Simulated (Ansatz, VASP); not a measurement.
# SnBi2O: VASP beside Ansatz

```
Sn Bi O
1.0
     3.51874    0.00000    0.00000
    -1.75937    3.04732    0.00000
     0.00000    0.00000    8.76132
Sn Bi O
1 2 1
Direct
  0.00000 0.00000 0.50000
  0.66667 0.33333 0.80717
  0.33333 0.66667 0.19283
  0.00000 0.00000 0.00000
```

Change from the starting cell: species swapped into the TmAgTe2 type (P-3m1, No. 164).

Alike in both runs: functional PBE; k mesh 6 × 6 × 4; occupations gaussian, width 0.1 eV; no spin polarisation.

Ansatz relaxed the structure, and its values are those at the end. VASP's run is a single point on that final structure, the one shown.

|  | VASP | Ansatz |
| --- | --- | --- |
| version | VASP 6.6.1 | Ansatz 0.2.0 |
| potentials or method | VASP PAW PBE potentials, release 64 (Sn_d, Bi_d, O), cutoff 520 eV | scalar-relativistic, plane waves, PAW |
| valence electrons in the cell | 50 | 50 |

|  | VASP | Ansatz | Ansatz less VASP |
| --- | --- | --- | --- |
| gap on the k mesh at the Fermi level (eV) | none | none | - |
| pressure (GPa) | 0.0 | 0.0 | +0.06 |
| rms of the force components (eV/Å) | 0.015 | 0.012 | -0.0029 |

A gap of «none» marks a metal or a gap that the smearing closes.

Spin-orbit coupling is off throughout.
